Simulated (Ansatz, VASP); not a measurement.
# LiF: VASP beside Ansatz

```
Li F
1.0
     0.00000    1.99487    1.99487
     1.99487    0.00000    1.99487
     1.99487    1.99487    0.00000
Li F
1 1
Direct
  0.00000 0.00000 0.00000
  0.50000 0.50000 0.50000
```

Alike in both runs: task single point; functional PBE; k mesh 8 × 8 × 8; occupations fermi-dirac, width 0.5 eV; no spin polarisation.

```csv
,VASP,Ansatz
version,VASP 6.6.1,Ansatz 0.2.0
potentials or method,"VASP PAW PBE potentials, release 64 (Li_sv, F)",plane waves
plane-wave cutoff (eV),750,420
valence electrons in the cell,10,10
```

```tsv
	VASP	Ansatz	Ansatz less VASP
pressure (GPa)	3.7	4.4	+0.75
```

With one functional, cell and mesh, what is left measures potentials, basis and numerics.
